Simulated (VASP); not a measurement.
The system is TiH.

```
Ti H
1.0
     2.87758    0.00000    0.00000
    -1.43879    2.49206    0.00000
     0.00000    0.00000    5.26329
Ti H
2 2
Direct
  0.00000 0.00000 0.00000
  0.00000 0.00000 0.50000
  0.66667 0.33333 0.75000
  0.33333 0.66667 0.25000
```

```yaml
Program: VASP 6.6.1
Task: relaxation of volume and atoms at fixed shape
Functional: LDA
Potentials_or_basis: VASP PAW LDA potentials, release 64 (Ti_sv, H)
Cutoff: 500 eV
k_mesh: 7 × 7 × 4
Occupations: fermi-dirac, width 0.05 eV
Spin: no spin polarisation
```

At the start: pressure -9.8 GPa; volume 9.44 Å³/atom.

Problem. How do energy, volume and symmetry change on relaxing?

Solution. Over 3 steps the energy falls by 23.1 meV/atom and the volume is 8.72 Å³/atom (-7.5 %); space group P6_3/mmc (No. 194, to 0.1 Å) before and after.

Step by step:
| step | energy change (eV) | largest force (eV/Å) | pressure (GPa) | volume (Å³) |
| --- | --- | --- | --- | --- |
| 1 | 0.0000 | 0.0000 | -9.79 | 37.74 |
| 2 | -0.0916 | 0.0000 | 0.93 | 34.68 |
| 3 | -0.0922 | 0.0000 | 0.02 | 34.90 |

Final structure:
```
CELL_PARAMETERS angstrom
2.80338 0.00000 0.00000
-1.40169 2.42779 0.00000
0.00000 0.00000 5.12757
ATOMIC_POSITIONS crystal
Ti 0.00000 0.00000 0.00000
Ti 0.00000 0.00000 0.50000
H 0.66667 0.33333 0.75000
H 0.33333 0.66667 0.25000
```

Caveat: the k points lie up to 0.37 Å⁻¹ apart in the final cell, too coarse for converged energies and pressures of a metal.
